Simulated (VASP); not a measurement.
Wanted: the native input for a VASP 6.6.1 run.

| Quantity | Value |
| --- | --- |
| Task | single point |
| Functional | LDA |
| Potentials or basis | VASP PAW LDA potentials, release 64 (Be, Ni) |
| Cutoff | 520 eV |
| k mesh | 9 × 9 × 9 |
| Occupations | gaussian, width 0.3 eV |
| Spin | collinear spin, ferromagnetic start |
| Starting moments | [0.03, 0.37] μB |
| Fixed moment | 0.4 μB |
| Dipole correction | no |
| Further INCAR settings | ALGO = Normal; EDIFF = 1e-07; NBANDS = 17 |

The structure of BeNi lies in POSCAR:

```
BeNi
1.0
    2.5870000000      0.0000000000      0.0000000000
    0.0000000000      2.5870000000      0.0000000000
    0.0000000000      0.0000000000      2.5870000000
Be Ni
1 1
Direct
    0.0000000000      0.0000000000      0.0000000000
    0.5000000000      0.5000000000      0.5000000000
```

The input as run:

INCAR

```
PREC = Accurate
ENCUT = 520
EDIFF = 1E-7
ISMEAR = 0
SIGMA = 0.3
LREAL = False
LASPH = True
NELM = 150
ALGO = Normal
ISIF = 2
LWAVE = False
LCHARG = True
ISPIN = 2
MAGMOM = 0.03 0.37
LORBIT = 11
NUPDOWN = 0.4
LMAXMIX = 4
GGA = CA
LELF = True
LVHAR = True
NBANDS = 17
```

KPOINTS

```
Automatic mesh
0
Gamma
  9 9 9
```

Potentials or basis: VASP PAW LDA potentials, release 64 (Be, Ni).

The run is started by

```console
$ cat potpaw_LDA.64/Be/POTCAR potpaw_LDA.64/Ni/POTCAR > POTCAR
$ mpirun -np 1 vasp_std > vasp.out
```

It gave:

```json
{"Pressure": "-5.6 GPa", "Net moment": "0.40 μB per cell", "Site moments": "Be +0.03; Ni +0.35 μB", "Valence electrons inside the program's atomic spheres": "Be 1.15; Ni 9.58"}
```

Caveat: the total moment is fixed, so each spin has its own Fermi level.

It used 23 s of CPU time on 1 thread of AMD EPYC 7R13 Processor (Zen 3), on a shared host.
